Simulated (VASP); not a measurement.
# GaP (R-3m) in VASP: a series of runs, part 2 of 2

VASP 6.6.1.

## Step 3: Single point, LDA (strain +0.040 along x and y, +0.080 along z)

File INCAR:

```
  PREC = Accurate
  ENCUT = 520
  EDIFF = 1E-6
  ISMEAR = 0
  SIGMA = 0.05
  LREAL = F
  LASPH = T
  NELM = 100
  ALGO = Normal
  ISIF = 2
  LWAVE = F
  LCHARG = T
  GGA = CA
  LELF = T
  LVHAR = T
  NBANDS = 26
```

File KPOINTS:

```
regular mesh
0
Gamma
  12 12 12
```

File POSCAR:

```
GaP
1.0
    2.0207357825      1.1666723480      6.9452749083
   -2.0207357825      1.1666723480      6.9452749083
    0.0000000000     -2.3333446960      6.9452749083
Ga P
2 2
Direct
    0.4353720000      0.4353720000      0.4353720000
    0.5646280000      0.5646280000      0.5646280000
    0.0573890000      0.0573890000      0.0573890000
    0.9426110000      0.9426110000      0.9426110000
```

Potentials or basis: VASP PAW LDA potentials, release 64 (Ga_d, P).

On the command line:

```bash
cat potpaw_LDA.64/Ga_d/POTCAR potpaw_LDA.64/P/POTCAR > POTCAR
mpirun -np 1 vasp_std > vasp.out
```

OUTCAR:

```text
PREC = Accurate
   ENCUT = 520
   EDIFF = 1E-6
   ISMEAR = 0
   LREAL = F
   LASPH = T
   NELM = 100
   ISIF = 2
   GGA = CA

 ion  position               nearest neighbor table
   1  0.435  0.435  0.435-   3 2.51   3 2.51   3 2.51   2 2.69
   2  0.565  0.565  0.565-   4 2.51   4 2.51   4 2.51   1 2.69
   3  0.057  0.057  0.057-   4 2.39   1 2.51   1 2.51   1 2.51
   4  0.943  0.943  0.943-   3 2.39   2 2.51   2 2.51   2 2.51

  LATTYP: Found a trigonal (rhomboedric) cell.
 ALAT       =     7.3267551496
 COS(alpha) =     0.8478662036

  Lattice vectors:

 A1 = (   2.0207357825,   1.1666723480,   6.9452749083)
 A2 = (  -2.0207357825,   1.1666723480,   6.9452749083)
 A3 = (   0.0000000000,  -2.3333446960,   6.9452749083)

Analysis of symmetry for initial positions (statically):
=====================================================================
 Subroutine PRICEL returns:
 Original cell was already a primitive cell.
[... 170 lines left out ...]
  free energy    TOTEN  =       -19.52213956 eV

  energy without entropy =      -19.52207280  energy(sigma->0) =      -19.52210618

 E-fermi :   3.0694     XC(G=0):  -9.3330

 val. band max:        3.0396084405   @ k =   0.0000   0.0000   0.0000
 cond. band min:       3.3424590961   @ k =   0.0833   0.0833   0.0833
 fundamental gap:      0.3028506556
 Fermi energy:         3.0694136125

 k-point     1 :       0.0000    0.0000    0.0000
  band No.  band energies     occupation
      1     -11.6596      2.00000
      2     -11.5924      2.00000
      3     -11.5924      2.00000
      4     -11.5880      2.00000
      5     -11.5880      2.00000
      6     -11.5523      2.00000
[... 685 lines left out ...]
     25       9.4715      0.00000
     26      10.2523      0.00000

 [... further k-points ...]

------------------------ aborting loop because EDIFF is reached ----------------------------------------

  FORCE on cell =-STRESS in cart. coord.  units (eV):
  Direction    XX          YY          ZZ          XY          YZ          ZX
  --------------------------------------------------------------------------------------
  -------------------------------------------------------------------------------------
  Total       -5.8113795     -5.8113795     -8.9438720      0.0000000      0.0000000     -0.0000000
  in kB      -94.7743225    -94.7743225   -145.8602749      0.0000000      0.0000000     -0.0000000
  external PRESSURE =    -111.8029733 kB  Pullay stress =       0.0000000 kB

 VOLUME and BASIS-vectors are now :
 -----------------------------------------------------------------------------
  energy-cutoff  :      520.00
  volume of cell :       98.24
      direct lattice vectors                 reciprocal lattice vectors
     2.020735783  1.166672348  6.945274908     0.247434625  0.142856447  0.047994261
    -2.020735783  1.166672348  6.945274908    -0.247434625  0.142856447  0.047994261
     0.000000000 -2.333344696  6.945274908     0.000000000 -0.285712894  0.047994261

 POSITION                                       TOTAL-FORCE (eV/Angst)
 -----------------------------------------------------------------------------------
      0.00000      0.00000      9.07133         0.000000     -0.000000     -0.131156
      0.00000      0.00000     11.76449         0.000000      0.000000      0.131156
      0.00000      0.00000      1.19575         0.000000     -0.000000     -0.348867
      0.00000      0.00000     19.64008         0.000000      0.000000      0.348867
 -----------------------------------------------------------------------------------
    total drift:                                0.000000      0.000000      0.000000

  FREE ENERGIE OF THE ION-ELECTRON SYSTEM (eV)
  ---------------------------------------------------
  free  energy   TOTEN  =       -19.5221395630 eV

  energy  without entropy=      -19.5220727992  energy(sigma->0) =      -19.52210618
```

OSZICAR:

```text
N       E                     dE             d eps       ncg     rms          rms(c)
DAV:   1     0.226794987930E+03    0.22679E+03   -0.16970E+04  9900   0.187E+03
DAV:   2     0.757622088417E+01   -0.21922E+03   -0.21153E+03 10752   0.419E+02
DAV:   3    -0.189384819465E+02   -0.26515E+02   -0.26126E+02 12332   0.119E+02
DAV:   4    -0.198323420199E+02   -0.89386E+00   -0.89050E+00 11726   0.224E+01
DAV:   5    -0.198579628014E+02   -0.25621E-01   -0.25594E-01 13550   0.345E+00    0.514E+00
DAV:   6    -0.195903944465E+02    0.26757E+00   -0.36872E-01 13680   0.736E+00    0.297E+00
DAV:   7    -0.195262870118E+02    0.64107E-01   -0.17924E-01 11546   0.211E+00    0.852E-01
DAV:   8    -0.195222507431E+02    0.40363E-02   -0.21394E-02 11908   0.138E+00    0.177E-01
DAV:   9    -0.195220886116E+02    0.16213E-03   -0.22720E-03 12470   0.429E-01    0.884E-02
DAV:  10    -0.195221293635E+02   -0.40752E-04   -0.45476E-04 12412   0.130E-01    0.351E-02
DAV:  11    -0.195221391514E+02   -0.97879E-05   -0.65357E-05 11550   0.603E-02    0.141E-02
DAV:  12    -0.195221395630E+02   -0.41164E-06   -0.58178E-06 11180   0.161E-02
   1 F= -.19522140E+02 E0= -.19522106E+02  d E =-.667639E-04
```

stdout:

```text
POSCAR found type information on POSCAR GaP
 POSCAR found :  2 types and       4 ions
 scaLAPACK will be used
 LDA part: xc-table for (Slater(with rela. corr.)+CA(PZ))
 , standard interpolation
 POSCAR, INCAR and KPOINTS ok, starting setup
 FFT: planning ... GRIDC
 FFT: planning ... GRID_SOFT
 FFT: planning ... GRID
 WAVECAR not read
 entering main loop
```

Run time: 11 min. Hardware: 1 thread of Intel Xeon 6975P-C (Granite Rapids), shared host; peak memory 0.57 GiB.

Results:

* Free energy: -19.5221 eV
* Pressure: -11.2 GPa
* Largest force: 0.349 eV/Å
* Band gap on the k mesh: zero (filled and empty bands touch)

Forces on the atoms (eV/Å):
```
Ga   0.000  0.000 -0.131
Ga   0.000  0.000  0.131
P    0.000  0.000 -0.349
P    0.000  0.000  0.349
```

Stress tensor (GPa, compression positive):
```
 -9.48   0.00   0.00
  0.00  -9.48   0.00
  0.00   0.00 -14.59
```

Levels at points of the mesh, in eV from the Fermi level:
| k point | band 16 | band 17 | band 18 | band 19 | band 20 | band 21 |
| --- | --- | --- | --- | --- | --- | --- |
| (0.00, 0.00, 0.00) | -0.47 | -0.12 | -0.03 | -0.03 | 1.05 | 2.40 |
| (0.50, 0.00, 0.00) | -2.30 | -2.28 | -1.45 | 1.55 | 2.51 | 2.74 |
| (0.50, 0.50, 0.00) | -2.49 | -1.09 | -0.51 | 0.32 | 1.15 | 1.70 |
| (0.50, 0.50, 0.50) | -1.30 | -0.19 | -0.19 | 0.72 | 1.91 | 3.83 |

Caveat: the cell differs from its parent crystal (strain +0.040 along x and y, +0.080 along z); the stress differs along the axes, from -15 to -9 GPa; semilocal functionals underestimate gaps, and a narrow one can read as zero.

The gap in the log of VASP goes by the Fermi energy; the results here count the filled bands.